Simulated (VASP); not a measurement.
# BAs (F-43m) in VASP: notebook

Runs on BAs. Level: HSE06. Tasks: single point.

Everything below comes from runs of VASP 6.6.1. Logs are shortened: lines on timing, memory, paths and dates and some standing lists are left out, and cuts for length are marked.

## 1. The cell of the first run

The structure is cubic, space group F-43m (No. 216). The conventional cell has a = 4.592 Å, b = 4.592 Å, c = 4.592 Å, α = 90.00°, β = 90.00°, γ = 90.00°. B (site symmetry -43m) has 4 As at 1.99 Å within 2.6 Å. Within 2.6 Å of As (site symmetry -43m) lie 4 B at 1.99 Å.

## 2. Single point, HSE06 (strain -4.0%)

File POSCAR:

```
BAs
1.0
    0.0000000000      2.2961928999      2.2961928999
    2.2961928999      0.0000000000      2.2961928999
    2.2961928999      2.2961928999      0.0000000000
B As
1 1
Direct
    0.0000000000      0.0000000000      0.0000000000
    0.2500000000      0.2500000000      0.2500000000
```

File INCAR.step1:

```
SYSTEM = BAs
PREC = Accurate
ENCUT = 520
EDIFF = 1E-5
ISMEAR = 0
SIGMA = 0.01
LREAL = .False.
LASPH = .True.
NELM = 100
ALGO = Normal
ISIF = 2
LWAVE = .True.
LCHARG = .False.
GGA = PE
NBANDS = 11
```

File INCAR.step2:

```
SYSTEM = BAs
PREC = Accurate
ENCUT = 520
EDIFF = 1E-6
ISMEAR = 0
SIGMA = 0.01
LREAL = .False.
LASPH = .True.
NELM = 100
ALGO = Normal
ISIF = 2
LWAVE = .False.
LCHARG = .False.
GGA = PE
LHFCALC = .True.
HFSCREEN = 0.2079
PRECFOCK = Normal
ISTART = 1
NBANDS = 11
```

File KPOINTS:

```
Automatic mesh
0
Gamma
  6 6 6
  0 0 0
```

Potentials or basis: VASP PAW PBE potentials, release 64 (B, As).

The run is started by

```bash
$ cat potpaw_PBE.64/B/POTCAR potpaw_PBE.64/As/POTCAR > POTCAR
$ cp INCAR.step1 INCAR
$ mpirun -np 1 vasp_std > vasp.out
$ cp INCAR.step2 INCAR
$ mpirun -np 1 vasp_std > vasp.out
```

OUTCAR:

```text
SYSTEM = BAs
   PREC = Accurate
   ENCUT = 520
   EDIFF = 1E-6
   ISMEAR = 0
   LREAL = .False.
   LASPH = .True.
   NELM = 100
   ISIF = 2
   GGA = PE
   LHFCALC = .True.
   HFSCREEN = 0.2079
   PRECFOCK = Normal
   ISTART = 1

 ion  position               nearest neighbor table
   1  0.000  0.000  0.000-   2 1.99   2 1.99   2 1.99   2 1.99
   2  0.250  0.250  0.250-   1 1.99   1 1.99   1 1.99   1 1.99

  LATTYP: Found a face centered cubic cell.
 ALAT       =     4.5923857998

  Lattice vectors:

 A1 = (   0.0000000000,   2.2961928999,   2.2961928999)
 A2 = (   2.2961928999,   0.0000000000,   2.2961928999)
 A3 = (   2.2961928999,   2.2961928999,   0.0000000000)

Analysis of symmetry for initial positions (statically):
=====================================================================
 Subroutine PRICEL returns:
 Original cell was already a primitive cell.

 Routine SETGRP: Setting up the symmetry group for a
 face centered cubic supercell.

 Subroutine GETGRP returns: Found 24 space group operations
 (whereof 24 operations were pure point group operations)
 out of a pool of 48 trial point group operations.

The static configuration has the point symmetry T_d .

Analysis of symmetry for dynamics (positions and initial velocities):
=====================================================================
 Subroutine PRICEL returns:
 Original cell was already a primitive cell.

 Routine SETGRP: Setting up the symmetry group for a
 face centered cubic supercell.

 Subroutine GETGRP returns: Found 24 space group operations
 (whereof 24 operations were pure point group operations)
 out of a pool of 48 trial point group operations.

The dynamic configuration has the point symmetry T_d .

 Subroutine INISYM returns: Found 24 space group operations
 (whereof 24 operations are pure point group operations),
 and found     1 'primitive' translations

----------------------------------------------------------------------------------------

                                     Primitive cell

  volume of cell :      24.2134

  direct lattice vectors                    reciprocal lattice vectors
     0.000000000  2.296192900  2.296192900    -0.217751740  0.217751740  0.217751740
     2.296192900  0.000000000  2.296192900     0.217751740 -0.217751740  0.217751740
     2.296192900  2.296192900  0.000000000     0.217751740  0.217751740 -0.217751740

  length of vectors
     3.247307141  3.247307141  3.247307141     0.377157078  0.377157078  0.377157078

  position of ions in fractional coordinates (direct lattice)
     0.000000000  0.000000000  0.000000000
     0.250000000  0.250000000  0.250000000

  ion indices of the primitive-cell ions
   primitive index   ion index
                 1           1
                 2           2

----------------------------------------------------------------------------------------

 KPOINTS: Automatic mesh

Automatic generation of k-mesh.
 Grid dimensions read from file:
 generate k-points for:    6    6    6

 Generating k-lattice:

  Cartesian coordinates                     Fractional coordinates (reciprocal lattice)
    -0.036291957  0.036291957  0.036291957     0.166666667  0.000000000  0.000000000
     0.036291957 -0.036291957  0.036291957     0.000000000  0.166666667  0.000000000
     0.036291957  0.036291957 -0.036291957     0.000000000  0.000000000  0.166666667

  Length of vectors
     0.062859513  0.062859513  0.062859513

  Shift w.r.t. Gamma in fractional coordinates (k-lattice)
     0.000000000  0.000000000  0.000000000

 Subroutine IBZKPT returns following result:
 ===========================================

 Found     16 irreducible k-points:

 Following reciprocal coordinates:
            Coordinates               Weight
  0.000000  0.000000  0.000000      1.000000
  0.166667  0.000000  0.000000      8.000000
  0.333333  0.000000  0.000000      8.000000
  0.500000  0.000000  0.000000      4.000000
  0.166667  0.166667  0.000000      6.000000
  0.333333  0.166667  0.000000     24.000000
[... 8 lines left out ...]
 -0.333333  0.333333  0.166667     24.000000
 -0.333333  0.500000  0.166667     12.000000
   k-points           NKPTS =     16   k-points in BZ     NKDIM =    216   number of bands    NBANDS=     11
   number of dos      NEDOS =    301   number of ions     NIONS =      2
   total plane-waves  NPLWV =  13824
   dimension x,y,z NGX =    24 NGY =   24 NGZ =   24
   dimension x,y,z NGXF=    48 NGYF=   48 NGZF=   48
   ions per type =               1   1
   NGX,Y,Z   is equivalent  to a cutoff of  12.29, 12.29, 12.29 a.u.
   NGXF,Y,Z  is equivalent  to a cutoff of  24.57, 24.57, 24.57 a.u.
 SYSTEM =  BAs
   PREC   = accura    normal or accurate (medium, high low for compatibility)
   ISTART =      1    job   : 0-new  1-cont  2-samecut
   ICHARG =      0    charge: 1-file 2-atom 10-const
   ISPIN  =      1    spin polarized calculation?
   LNONCOLLINEAR =      F non collinear calculations
   LSORBIT =      F    spin-orbit coupling
   LASPH  =      T    aspherical Exc in radial PAW
   ENCUT  =  520.0 eV  38.22 Ry    6.18 a.u.   6.04  6.04  6.04*2*pi/ulx,y,z
   NELM   =    100;   NELMIN=  2; NELMDL=  0     # of ELM steps
   EDIFF  = 0.1E-05   stopping-criterion for ELM
   LREAL  =      F    real-space projection
   EDIFFG = 0.1E-04   stopping-criterion for IOM
   NSW    =      0    number of steps for IOM
   IBRION =     -1    ionic relax: 0-MD 1-quasi-New 2-CG
   NFREE  =      0    steps in history (QN), initial steepest desc. (CG)
   ISIF   =      2    stress and relaxation
   ISYM   =      3    0-nonsym 1-usesym 2-fastsym
   POTIM  = 0.5000    time-step for ionic-motion
   TEBEG  =    0.0;   TEEND  =   0.0 temperature during run
   PSTRESS=    0.0 pullay stress
   NELECT =       8.0000    total number of electrons
   NUPDOWN=      -1.0000    fix difference up-down
   EMIN   =  10.00;   EMAX   =-10.00  energy-range for DOS
   EFERMI =   0.00;   METHOD = LEGACY
   ISMEAR =     0;   SIGMA  =   0.01  broadening in eV -4-tet -1-fermi 0-gaus
   EFERMI_NEDOS =   21; number of points for ismear=-14 and -15
   IALGO  =     38    algorithm
   IMIX   =      1    mixing-type and parameters
     AMIX     =   0.40;   BMIX     =  1.00
     AMIX_MAG =   1.60;   BMIX_MAG =  1.00
  volume/ion in A,a.u.               =      12.11        81.70
  Fermi-wavevector in a.u.,A,eV,Ry     =   1.131757  2.138710 17.427342  1.280874
  Thomas-Fermi vector in A             =   2.268457
   LORBIT       =      0    0 simple, 1 ext, 2 COOP (PROOUT), +10 PAW based schemes
   GGA     = PE    functional components
   LHFCALC =     T    Hartree Fock is set to
   PRECFOCK=normal    Normal, Fast or Accurate (Low or Medium for compatibility)
   ENCUT4O =  -1.0   cutoff for four orbital integrals eV
   NKREDX  =     1    reduce k-point grid by
   NKREDY  =     1    reduce k-point grid by
   NKREDZ  =     1    reduce k-point grid by
   AEXX    =    0.2500 exact exchange contribution
   HFSCREEN=    0.2079 screening length (either q_TF or 0.3 A-1)
   HFSCREENC=   0.2079 screening length for correlation (either q_TF or 0.3 A-1)
   ENCUTFOCK=  -1.0 apply spherical cutoff to Coloumb kernel
   IVDW    =     0    specifies the selected vdW correction
   LEPSILON=     F    determine dielectric tensor
   LRPA    =     F    only Hartree local field effects (RPA)
 non-spin polarized calculation
 Gauss-broadening in eV      SIGMA  =   0.01
  energy-cutoff  :      520.00
  volume of cell :       24.21
 maximum number of plane-waves:       660
  NGX = 20; NGY = 20; NGZ = 20

 number of electron       7.9999999 magnetization

 Free energy of the ion-electron system (eV)
  ---------------------------------------------------
  ext. energy  EPLUGINS =         0.00000000
  ---------------------------------------------------
  free energy    TOTEN  =       -13.06527978 eV

  energy without entropy =      -13.06527978  energy(sigma->0) =      -13.06527978

 E-fermi :   7.1754     XC(G=0):  -9.1603

 val. band max:        7.0821343082   @ k =   0.0000   0.0000   0.0000
 cond. band min:       8.9315557356   @ k =   0.3333   0.3333   0.0000
 fundamental gap:      1.8494214274
 Fermi energy:         7.1753706461

 k-point     1 :       0.0000    0.0000    0.0000
  band No.  band energies     occupation
      1     -11.0872      2.00000
      2       7.0821      2.00000
      3       7.0821      2.00000
      4       7.0821      2.00000
      5      11.3645      0.00000
      6      11.3645      0.00000
      7      11.3645      0.00000
      8      14.6167      0.00000
      9      18.3957      0.00000
     10      21.6605      0.00000
     11      21.6606      0.00000

 k-point     2 :       0.1667    0.0000    0.0000
  band No.  band energies     occupation
      1     -10.5329      2.00000
      2       3.6586      2.00000
      3       6.2624      2.00000
      4       6.2624      2.00000
      5      11.8240      0.00000
      6      12.4222      0.00000
      7      12.4222      0.00000
      8      16.1298      0.00000
      9      19.7192      0.00000
     10      19.7192      0.00000
     11      20.0521      0.00000

 k-point     3 :       0.3333    0.0000    0.0000
  band No.  band energies     occupation
      1      -8.9543      2.00000
      2      -0.9611      2.00000
      3       5.2429      2.00000
      4       5.2429      2.00000
      5      11.5620      0.00000
      6      13.0657      0.00000
      7      13.0657      0.00000
      8      17.4654      0.00000
      9      20.7515      0.00000
     10      20.7637      0.00000
     11      20.7637      0.00000

 k-point     4 :       0.5000    0.0000    0.0000
  band No.  band energies     occupation
      1      -7.4105      2.00000
      2      -3.5983      2.00000
      3       4.8682      2.00000
      4       4.8682      2.00000
      5      11.4301      0.00000
      6      12.9075      0.00000
      7      12.9075      0.00000
      8      17.3055      0.00000
      9      22.1888      0.00000
     10      24.0019      0.00000
     11      24.0019      0.00000

 k-point     5 :       0.1667    0.1667    0.0000
  band No.  band energies     occupation
      1     -10.3465      2.00000
      2       4.6753      2.00000
      3       4.9866      2.00000
      4       4.9866      2.00000
      5      10.1198      0.00000
      6      14.2239      0.00000
      7      14.2239      0.00000
      8      14.5801      0.00000
      9      18.6118      0.00000
     10      21.0977      0.00000
     11      22.4120      0.00000
[... 99 lines left out ...]
 k-point    13 :       0.5000    0.5000    0.0000
  band No.  band energies     occupation
      1      -5.6994      2.00000
      2      -3.1427      2.00000
      3       2.0621      2.00000
      4       2.0621      2.00000
      5       8.9901      0.00000
      6       9.1188      0.00000
      7      21.2453      0.00000
      8      21.2453      0.00000
      9      22.7277      0.00000
     10      27.3401      0.00000
     11      27.3401      0.00000

 k-point    14 :       0.5000    0.3333    0.1667
  band No.  band energies     occupation
      1      -7.5900      2.00000
      2      -0.7963      2.00000
      3       1.1110      2.00000
      4       3.1413      2.00000
      5      11.8845      0.00000
      6      13.3765      0.00000
      7      14.6296      0.00000
      8      18.3258      0.00000
      9      20.6704      0.00000
     10      23.0929      0.00000
     11      26.1817      0.00000

 k-point    15 :      -0.3333    0.3333    0.1667
  band No.  band energies     occupation
      1      -6.1762      2.00000
      2      -2.5635      2.00000
      3       0.5032      2.00000
      4       2.3142      2.00000
      5      12.3857      0.00000
      6      13.7565      0.00000
      7      16.4766      0.00000
      8      17.8717      0.00000
      9      19.3536      0.00000
     10      23.8732      0.00000
     11      26.3316      0.00000

 k-point    16 :      -0.3333    0.5000    0.1667
  band No.  band energies     occupation
      1      -5.5095      2.00000
      2      -2.7108      2.00000
      3       0.7316      2.00000
      4       0.9468      2.00000
      5      11.7050      0.00000
      6      12.1903      0.00000
      7      17.7841      0.00000
      8      18.0500      0.00000
      9      21.9758      0.00000
     10      25.2610      0.00000
     11      25.8270      0.00000

------------------------ aborting loop because EDIFF is reached ----------------------------------------

  FORCE on cell =-STRESS in cart. coord.  units (eV):
  Direction    XX          YY          ZZ          XY          YZ          ZX
  --------------------------------------------------------------------------------------
  -------------------------------------------------------------------------------------
  Total        3.2017971      3.2017971      3.2017971     -0.0000000     -0.0000000     -0.0000000
  in kB      211.8601546    211.8601546    211.8601546     -0.0000000     -0.0000000     -0.0000000
  external PRESSURE =     211.8601546 kB  Pullay stress =       0.0000000 kB

 VOLUME and BASIS-vectors are now :
 -----------------------------------------------------------------------------
  energy-cutoff  :      520.00
  volume of cell :       24.21
      direct lattice vectors                 reciprocal lattice vectors
     0.000000000  2.296192900  2.296192900    -0.217751740  0.217751740  0.217751740
     2.296192900  0.000000000  2.296192900     0.217751740 -0.217751740  0.217751740
     2.296192900  2.296192900  0.000000000     0.217751740  0.217751740 -0.217751740

 POSITION                                       TOTAL-FORCE (eV/Angst)
 -----------------------------------------------------------------------------------
      0.00000      0.00000      0.00000        -0.000000     -0.000000     -0.000000
      1.14810      1.14810      1.14810         0.000000      0.000000      0.000000
 -----------------------------------------------------------------------------------
    total drift:                                0.000001      0.000000      0.000000

  FREE ENERGIE OF THE ION-ELECTRON SYSTEM (eV)
  ---------------------------------------------------
  free  energy   TOTEN  =       -13.0652797768 eV

  energy  without entropy=      -13.0652797768  energy(sigma->0) =      -13.06527978
```

It took 6.5 min on 1 thread of AMD EPYC 7R13 (Zen 3), shared host; peak memory 0.22 GiB.

What came out:

- Free energy: -13.0653 eV
- Pressure: 21.2 GPa
- Band gap on the k mesh: 1.85 eV (least direct gap 4.28 eV)

Caveat: the cell differs from its parent crystal (strain -4.0%); the cell stands under pressure; the PAW data sets were made with another functional, which shifts forces and pressure a little. A k mesh can miss the band edges.

## 3. Single point, HSE06 (strain -3.0%)

File POSCAR:

```
BAs
1.0
    0.0000000000      2.3201115760      2.3201115760
    2.3201115760      0.0000000000      2.3201115760
    2.3201115760      2.3201115760      0.0000000000
B As
1 1
Direct
    0.0000000000      0.0000000000      0.0000000000
    0.2500000000      0.2500000000      0.2500000000
```

File INCAR.step1:

```
  PREC = Accurate
  ENCUT = 520
  EDIFF = 1E-5
  ISMEAR = 0
  SIGMA = 0.01
  LREAL = F
  LASPH = T
  NELM = 80
  ALGO = Normal
  ISIF = 2
  LWAVE = T
  LCHARG = F
  GGA = PE
  NBANDS = 11
```

File INCAR.step2:

```
  PREC = Accurate
  ENCUT = 520
  EDIFF = 1E-6
  ISMEAR = 0
  SIGMA = 0.01
  LREAL = F
  LASPH = T
  NELM = 80
  ALGO = Normal
  ISIF = 2
  LWAVE = F
  LCHARG = F
  GGA = PE
  LHFCALC = T
  HFSCREEN = 0.2079
  PRECFOCK = Normal
  ISTART = 1
  NBANDS = 11
```

File KPOINTS:

```
regular mesh
0
Gamma
  6 6 6
```

Potentials or basis: VASP PAW PBE potentials, release 64 (B, As).

The run is started by

```bash
$ cat potpaw_PBE.64/B/POTCAR potpaw_PBE.64/As/POTCAR > POTCAR
$ cp INCAR.step1 INCAR
$ mpirun -np 1 vasp_std > vasp.out
$ cp INCAR.step2 INCAR
$ mpirun -np 1 vasp_std > vasp.out
```

Wall time 6.5 min (1 thread of AMD EPYC 7R13 (Zen 3), shared host); peak memory 0.22 GiB.

Results (log left out):

| Item | Value |
| --- | --- |
| Free energy | -13.1503 eV |
| Pressure | 14.5 GPa |
| Band gap on the k mesh | 1.88 eV (least direct gap 4.24 eV) |

Levels at points of the mesh, in eV from the valence-band top:
| k point | band 1 | band 2 | band 3 | band 4 | band 5 | band 6 | band 7 | band 8 |
| --- | --- | --- | --- | --- | --- | --- | --- | --- |
| (0.00, 0.00, 0.00) | -17.84 | 0.00 | 0.00 | 0.00 | 4.24 | 4.24 | 4.24 | 7.09 |
| (0.50, 0.00, 0.00) | -14.29 | -10.41 | -2.15 | -2.15 | 4.13 | 5.79 | 5.79 | 10.17 |
| (0.50, 0.50, 0.00) | -12.64 | -10.02 | -4.87 | -4.87 | 1.96 | 2.07 | 13.84 | 13.84 |

Caveat: the cell differs from its parent crystal (strain -3.0%); the cell stands under pressure; the PAW data sets were made with another functional, which shifts forces and pressure a little. A k mesh can miss the band edges.

(Continued in part 2 of 2.)
